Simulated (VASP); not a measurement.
Wanted: the native input for a VASP 6.6.1 run.

- Task: relaxation of cell and atoms
- Functional: PBE
- Potentials or basis: VASP PAW PBE potentials, release 64 (Y_sv, Mg, C)
- Cutoff: 600 eV
- k mesh: 12 × 12 × 8
- Occupations: gaussian, width 0.1 eV
- Spin: no spin polarisation
- Dipole correction: no
- Further INCAR settings: ALGO = Normal; EDIFF = 1e-06; IBRION = 2; EDIFFG = -0.01; NSW = 100; ISIF = 3

The structure of Y2MgC2 lies in POSCAR:

```
Y2MgC2
1.0
    4.2212118461      0.0000000000      0.0000000000
   -2.1106059231      3.6556766935      0.0000000000
    0.0000000000      0.0000000000      5.3377998386
Y Mg C
2 1 2
Direct
    0.3333333333      0.6666666667      0.2796566780
    0.6666666667      0.3333333333      0.7203433220
    0.0000000000      0.0000000000      0.0000000000
    0.3333333333      0.6666666667      0.7786298582
    0.6666666667      0.3333333333      0.2213701418
```

The input as run:

INCAR

```
PREC = Accurate ; ENCUT = 600
EDIFF = 1E-6 ; ISMEAR = 0
SIGMA = 0.1 ; LREAL = F
LASPH = T ; NELM = 100
ALGO = Normal ; ISIF = 3
LWAVE = F ; LCHARG = F
GGA = PE ; IBRION = 2
NSW = 100 ; EDIFFG = -0.01
```

KPOINTS

```
Automatic mesh
0
Gamma
  12 12 8
```

Potentials or basis: VASP PAW PBE potentials, release 64 (Y_sv, Mg, C).

Run with:

```bash
$ cat potpaw_PBE.64/Y_sv/POTCAR potpaw_PBE.64/Mg/POTCAR potpaw_PBE.64/C/POTCAR > POTCAR
$ mpirun -np 1 vasp_std > vasp.out
```

It gave:

The relaxed volume is 16.47 Å³/atom. The relaxed cell is a = 4.227 Å, b = 4.227 Å, c = 5.322 Å, α = 90.00°, β = 90.00°, γ = 120.00° and the space group after relaxing (to 0.05 Å) is P-3m1 (No. 164). The energy gained by relaxing is 0.1 meV/atom and the ionic steps are 5. The pressure after relaxing is 0.0 GPa and the largest force after relaxing is 0.009 eV/Å. The band gap on the k mesh is zero (band 16 reaches 4.76 eV, above the bottom of band 17 at 3.94 eV).

Run time: 8.1 min on 1 thread of Intel(R) Xeon(R) Platinum 8488C (Sapphire Rapids), on a shared host, peak memory 0.49 GiB.
